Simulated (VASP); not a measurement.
# Cu: single point with PBEsol-based screened hybrid

Crystal: Cu.

```
Cu
1.0
     0.00000    1.79537    1.79537
     1.79537    0.00000    1.79537
     1.79537    1.79537    0.00000
Cu
1
Direct
  0.00000 0.00000 0.00000
```

```yaml
Program: VASP 6.6.1
Task: single point
Functional: PBEsol-based screened hybrid
Potentials_or_basis: VASP PAW PBE potentials, release 64 (Cu)
Cutoff: 520 eV
k_mesh: 7 × 7 × 7
Occupations: fermi-dirac, width 0.05 eV
Spin: no spin polarisation
```

* Pressure: -1.4 GPa

Levels at points of the mesh, in eV from the Fermi level:
```
           k point  band 4  band 5  band 6  band 7  band 8  band 9
(0.00, 0.00, 0.00)   -4.87   -4.02   -4.02   23.64   26.75   26.75
```

Wall time 8.2 min on 1 thread of Intel(R) Xeon(R) Platinum 8559C (Emerald Rapids), on a shared host, peak memory 0.23 GiB.

Caveat: the k points lie up to 0.43 Å⁻¹ apart; the PAW data sets were made with another functional, which shifts forces and pressure a little.
